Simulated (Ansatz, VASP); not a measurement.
# Two plane-wave programs on BeS

File POSCAR:

```
BeS
1.0
    0.0000000000      2.3612770434      2.3612770434
    2.3612770434      0.0000000000      2.3612770434
    2.3612770434      2.3612770434      0.0000000000
Be S
1 1
Direct
    0.0000000000      0.0000000000      0.0000000000
    0.2500000000      0.2500000000      0.2500000000
```

INCAR.step1

```
SYSTEM = BeS
PREC = Accurate ; ENCUT = 520
ISMEAR = 0 ; SIGMA = 0.01
LREAL = .False. ; LASPH = .True.
NELM = 80 ; NBANDS = 11
GGA = PE ; ALGO = Normal
EDIFF = 1E-4 ; LWAVE = .True.
LCHARG = .False.
```

File INCAR.step2:

```
SYSTEM = BeS
PREC = Accurate ; ENCUT = 520
EDIFF = 1E-6 ; ISMEAR = 0
SIGMA = 0.01 ; LREAL = .False.
LASPH = .True. ; NELM = 80
ALGO = Normal ; ISIF = 2
LWAVE = .False. ; LCHARG = .False.
METAGGA = R2SCAN ; LMIXTAU = .True.
NBANDS = 11 ; ISTART = 1
```

KPOINTS

```
regular mesh
0
Gamma
  10 10 10
  0 0 0
```

Input for Ansatz:

```yaml
crystal:
  lattice:
    - [0.0, 2.3612770434, 2.3612770434]
    - [2.3612770434, 0.0, 2.3612770434]
    - [2.3612770434, 2.3612770434, 0.0]
  atoms:
    - { symbol: Be, position: [0.0, 0.0, 0.0] }
    - { symbol: S, position: [0.25, 0.25, 0.25] }
kpoints:
  mp_grid: { grid: [10, 10, 10] }
  band_path:
    path:
      - [0.0, 0.0, 0.0]
      - [-0.5, -0.5, 0.0]
      - [-0.375, -0.375, 0.25]
      - [-0.375, 0.0, 0.375]
      - [0.0, 0.0, 0.5]
      - [-0.5, -0.25, 0.25]
      - [-0.0375, 0.0, 0.0375]
      - [0.0, 0.5, 0.5]
    npoints: 1
hamiltonian:
  xc: r2scan
scf:
  occupations: { method: fixed }
  n_extra_bands: 4
output:
  forces: true
  stress: true
  eigenvalues: true
```

Change from the starting cell: hydrostatic strain -3.0%.

Alike in both runs: task single point; functional r2SCAN; k mesh 10 × 10 × 10; no spin polarisation.

```csv
,VASP,Ansatz
version,VASP 6.6.1,Ansatz 0.2.0
potentials or method,"VASP PAW PBE potentials, release 64 (Be, S)","plane waves, PAW"
plane-wave cutoff (eV),520,500
occupations,"gaussian, width 0.01 eV",fixed
valence electrons in the cell,8,8
```

VASP gave:

```
gap on the k mesh at the Fermi level (eV) : 3.38
pressure (GPa)                            : 10.9
```

Question: Which values does Ansatz return?

Answer: gap on the k mesh at the Fermi level (eV): 3.37; pressure (GPa): 10.6.

VASP's potentials were made for PBE, not for r2SCAN.
